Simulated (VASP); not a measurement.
# SiF (R-3m) in VASP: settings compared, part 2 of 2

VASP 6.6.1. Earlier steps stand in the parts before.

## Step 3: Single point, B3LYP

This run uses another cell than the first one, of 12.56 Å³/atom.

Contents of POSCAR:

```
SiF
1.0
    1.3614544084      0.7860360692      3.9127136965
   -1.3614544084      0.7860360692      3.9127136965
    0.0000000000     -1.5720721384      3.9127136965
Si F
1 1
Direct
    0.5000000000      0.5000000000      0.5000000000
    0.0000000000      0.0000000000      0.0000000000
```

Contents of INCAR.step1:

```
SYSTEM = SiF
PREC = Accurate ; ENCUT = 520
EDIFF = 1E-5 ; ISMEAR = -1
SIGMA = 0.05 ; LREAL = .False.
LASPH = .True. ; NELM = 80
ALGO = Normal ; ISIF = 2
LWAVE = .True. ; NBANDS = 12
GGA = PE
```

Contents of INCAR.step2:

```
SYSTEM = SiF
PREC = Accurate ; ENCUT = 520
EDIFF = 1E-6 ; ISMEAR = -1
SIGMA = 0.05 ; LREAL = .False.
LASPH = .True. ; NELM = 80
ALGO = Normal ; ISIF = 2
LWAVE = .False. ; LCHARG = .True.
GGA = B3 ; LHFCALC = .True.
AEXX = 0.2 ; AGGAX = 0.72
AGGAC = 0.81 ; ALDAC = 0.19
PRECFOCK = Normal ; LELF = .True.
LVHAR = .True. ; NBANDS = 12
ISTART = 1
```

Contents of KPOINTS:

```
Automatic mesh
0
Gamma
  6 6 6
  0 0 0
```

Potentials or basis: VASP PAW PBE potentials, release 64 (Si, F).

Launch:

```
$ cat potpaw_PBE.64/Si/POTCAR potpaw_PBE.64/F/POTCAR > POTCAR
$ cp INCAR.step1 INCAR
$ mpirun -np 1 vasp_std > vasp.out
$ cp INCAR.step2 INCAR
$ mpirun -np 1 vasp_std > vasp.out
```

OUTCAR:

```text
SYSTEM = SiF
   PREC = Accurate
   ENCUT = 520
   EDIFF = 1E-6
   ISMEAR = -1
   LREAL = .False.
   LASPH = .True.
   NELM = 80
   ISIF = 2
   GGA = B3
   LHFCALC = .True.
   AEXX = 0.2
   PRECFOCK = Normal
   ISTART = 1

 ion  position               nearest neighbor table
   1  0.500  0.500  0.500-   2 2.51   2 2.51   2 2.51   2 2.51   2 2.51   2 2.51
   2  0.000  0.000  0.000-   1 2.51   1 2.51   1 2.51   1 2.51   1 2.51   1 2.51

  LATTYP: Found a trigonal (rhomboedric) cell.
 ALAT       =     4.2167213898
 COS(alpha) =     0.7915094443

  Lattice vectors:

 A1 = (   1.3614544084,   0.7860360692,   3.9127136965)
 A2 = (  -1.3614544084,   0.7860360692,   3.9127136965)
 A3 = (   0.0000000000,  -1.5720721384,   3.9127136965)

Analysis of symmetry for initial positions (statically):
=====================================================================
 Subroutine PRICEL returns:
 Original cell was already a primitive cell.

 Routine SETGRP: Setting up the symmetry group for a
 trigonal (rhombohedral) supercell.

 Subroutine GETGRP returns: Found 12 space group operations
 (whereof 12 operations were pure point group operations)
 out of a pool of 12 trial point group operations.

The static configuration has the point symmetry D_3d.

Analysis of symmetry for dynamics (positions and initial velocities):
=====================================================================
 Subroutine PRICEL returns:
 Original cell was already a primitive cell.

 Routine SETGRP: Setting up the symmetry group for a
 trigonal (rhombohedral) supercell.

 Subroutine GETGRP returns: Found 12 space group operations
 (whereof 12 operations were pure point group operations)
 out of a pool of 12 trial point group operations.

The dynamic configuration has the point symmetry D_3d.

 Subroutine INISYM returns: Found 12 space group operations
 (whereof 12 operations are pure point group operations),
 and found     1 'primitive' translations

----------------------------------------------------------------------------------------

                                     Primitive cell

  volume of cell :      25.1232

  direct lattice vectors                    reciprocal lattice vectors
     1.361454408  0.786036069  3.912713697     0.367254310  0.212034375  0.085192365
    -1.361454408  0.786036069  3.912713697    -0.367254310  0.212034375  0.085192365
     0.000000000 -1.572072138  3.912713697     0.000000000 -0.424068750  0.085192365

  length of vectors
     4.216721390  4.216721390  4.216721390     0.432541378  0.432541378  0.432541378

  position of ions in fractional coordinates (direct lattice)
     0.500000000  0.500000000  0.500000000
     0.000000000  0.000000000  0.000000000

  ion indices of the primitive-cell ions
   primitive index   ion index
                 1           1
                 2           2

----------------------------------------------------------------------------------------

 KPOINTS: Automatic mesh

Automatic generation of k-mesh.
 Grid dimensions read from file:
 generate k-points for:    6    6    6

 Generating k-lattice:

  Cartesian coordinates                     Fractional coordinates (reciprocal lattice)
     0.061209052  0.035339063  0.014198727     0.166666667 -0.000000000  0.000000000
[... 44 lines left out ...]
   dimension x,y,z NGX =    32 NGY =   32 NGZ =   32
   dimension x,y,z NGXF=    64 NGYF=   64 NGZF=   64
   ions per type =               1   1
   NGX,Y,Z   is equivalent  to a cutoff of  12.62, 12.62, 12.62 a.u.
   NGXF,Y,Z  is equivalent  to a cutoff of  25.23, 25.23, 25.23 a.u.
 SYSTEM =  SiF
   PREC   = accura    normal or accurate (medium, high low for compatibility)
   ISTART =      1    job   : 0-new  1-cont  2-samecut
   ICHARG =      0    charge: 1-file 2-atom 10-const
   ISPIN  =      1    spin polarized calculation?
   LNONCOLLINEAR =      F non collinear calculations
   LSORBIT =      F    spin-orbit coupling
   LASPH  =      T    aspherical Exc in radial PAW
   ENCUT  =  520.0 eV  38.22 Ry    6.18 a.u.   7.84  7.84  7.84*2*pi/ulx,y,z
   NELM   =     80;   NELMIN=  2; NELMDL=  0     # of ELM steps
   EDIFF  = 0.1E-05   stopping-criterion for ELM
   LREAL  =      F    real-space projection
   EDIFFG = 0.1E-04   stopping-criterion for IOM
   NSW    =      0    number of steps for IOM
   IBRION =     -1    ionic relax: 0-MD 1-quasi-New 2-CG
   NFREE  =      0    steps in history (QN), initial steepest desc. (CG)
   ISIF   =      2    stress and relaxation
   ISYM   =      3    0-nonsym 1-usesym 2-fastsym
   POTIM  = 0.5000    time-step for ionic-motion
   TEBEG  =    0.0;   TEEND  =   0.0 temperature during run
   PSTRESS=    0.0 pullay stress
   NELECT =      11.0000    total number of electrons
   NUPDOWN=      -1.0000    fix difference up-down
   EMIN   =  10.00;   EMAX   =-10.00  energy-range for DOS
   EFERMI =   0.00;   METHOD = LEGACY
   ISMEAR =    -1;   SIGMA  =   0.05  broadening in eV -4-tet -1-fermi 0-gaus
   EFERMI_NEDOS =   21; number of points for ismear=-14 and -15
   IALGO  =     38    algorithm
   IMIX   =      1    mixing-type and parameters
     AMIX     =   0.40;   BMIX     =  1.00
     AMIX_MAG =   1.60;   BMIX_MAG =  1.00
  volume/ion in A,a.u.               =      12.56        84.77
  Fermi-wavevector in a.u.,A,eV,Ry     =   1.243123  2.349162 21.025828  1.545355
  Thomas-Fermi vector in A             =   2.377448
   LORBIT       =      0    0 simple, 1 ext, 2 COOP (PROOUT), +10 PAW based schemes
   GGA     = B3    functional components
   LHFCALC =     T    Hartree Fock is set to
   PRECFOCK=normal    Normal, Fast or Accurate (Low or Medium for compatibility)
   ENCUT4O =  -1.0   cutoff for four orbital integrals eV
   NKREDX  =     1    reduce k-point grid by
   NKREDY  =     1    reduce k-point grid by
   NKREDZ  =     1    reduce k-point grid by
   AEXX    =    0.2000 exact exchange contribution
   HFSCREEN=    0.0000 screening length (either q_TF or 0.3 A-1)
   HFSCREENC=   0.0000 screening length for correlation (either q_TF or 0.3 A-1)
   ENCUTFOCK=  -1.0 apply spherical cutoff to Coloumb kernel
   IVDW    =     0    specifies the selected vdW correction
   LEPSILON=     F    determine dielectric tensor
   LRPA    =     F    only Hartree local field effects (RPA)
 non-spin polarized calculation
  energy-cutoff  :      520.00
  volume of cell :       25.12
 maximum number of plane-waves:       685
  NGX = 24; NGY = 24; NGZ = 24

 number of electron      10.9999994 magnetization

 Free energy of the ion-electron system (eV)
  ---------------------------------------------------
  ext. energy  EPLUGINS =         0.00000000
  ---------------------------------------------------
  free energy    TOTEN  =       -10.46922226 eV

  energy without entropy =      -10.46898438  energy(sigma->0) =      -10.46910332

 E-fermi :   5.4092     XC(G=0):  -8.4775

 val. band max:        5.1480071659   @ k =  -0.3333   0.3333   0.0000
 cond. band min:       5.6591083584   @ k =  -0.1667   0.5000   0.1667
 fundamental gap:      0.5111011925
 Fermi energy:         5.4091737133

 k-point     1 :       0.0000    0.0000    0.0000
  band No.  band energies     occupation
      1     -20.0388      2.00000
      2      -5.7132      2.00000
      3      -2.0390      2.00000
      4       1.5245      2.00000
      5       1.5245      2.00000
      6      10.5282      0.00000
      7      15.0900      0.00000
      8      17.7436      0.00000
      9      17.7436      0.00000
     10      20.1789      0.00000
     11      20.1789      0.00000
     12      25.4764      0.00000
[... 331 lines left out ...]
 k-point    24 :      -0.3333    0.5000    0.1667
  band No.  band energies     occupation
      1     -19.3012      2.00000
      2      -2.6601      2.00000
      3      -1.4916      2.00000
      4       0.1660      2.00000
      5       1.9155      2.00000
      6       5.0307      1.99897
      7       9.2254      0.00000
      8      11.5603      0.00000
      9      16.2380      0.00000
     10      20.0102      0.00000
     11      20.6488      0.00000
     12      24.4625      0.00000

 [... further k-points ...]
[... 5 lines left out ...]
  --------------------------------------------------------------------------------------
  -------------------------------------------------------------------------------------
  Total       -0.0088247     -0.0088247      0.0006630      0.0000000      0.0000000      0.0000000
  in kB       -0.5627736     -0.5627736      0.0422840      0.0000000      0.0000000      0.0000000
  external PRESSURE =      -0.3610877 kB  Pullay stress =       0.0000000 kB

 VOLUME and BASIS-vectors are now :
 -----------------------------------------------------------------------------
  energy-cutoff  :      520.00
  volume of cell :       25.12
      direct lattice vectors                 reciprocal lattice vectors
     1.361454408  0.786036069  3.912713697     0.367254310  0.212034375  0.085192365
    -1.361454408  0.786036069  3.912713697    -0.367254310  0.212034375  0.085192365
     0.000000000 -1.572072138  3.912713697     0.000000000 -0.424068750  0.085192365

 POSITION                                       TOTAL-FORCE (eV/Angst)
 -----------------------------------------------------------------------------------
      0.00000      0.00000      5.86907        -0.000000      0.000000     -0.000000
      0.00000      0.00000      0.00000         0.000000     -0.000000      0.000000
 -----------------------------------------------------------------------------------
    total drift:                                0.000000     -0.000000      0.000000

  FREE ENERGIE OF THE ION-ELECTRON SYSTEM (eV)
  ---------------------------------------------------
  free  energy   TOTEN  =       -10.4692222583 eV

  energy  without entropy=      -10.4689843799  energy(sigma->0) =      -10.46910332
```

Wall time 37 min (1 thread of AMD EPYC 7R13 (Zen 3), shared host); peak memory 0.15 GiB.

Results:

```
Free energy            : -10.4692 eV
Pressure               : 0.0 GPa
Band gap on the k mesh : zero (an odd number of electrons rules out a gap without spin polarisation)
```

Caveat: the k points lie up to 0.45 Å⁻¹ apart, too coarse for converged energies and pressures of a metal; the PAW data sets were made with another functional, which shifts forces and pressure a little; an odd number of electrons without spin polarisation forces a metal; a magnetic or distorted state may lie lower.

The gap in the log of VASP goes by the Fermi energy; the results here count the filled bands.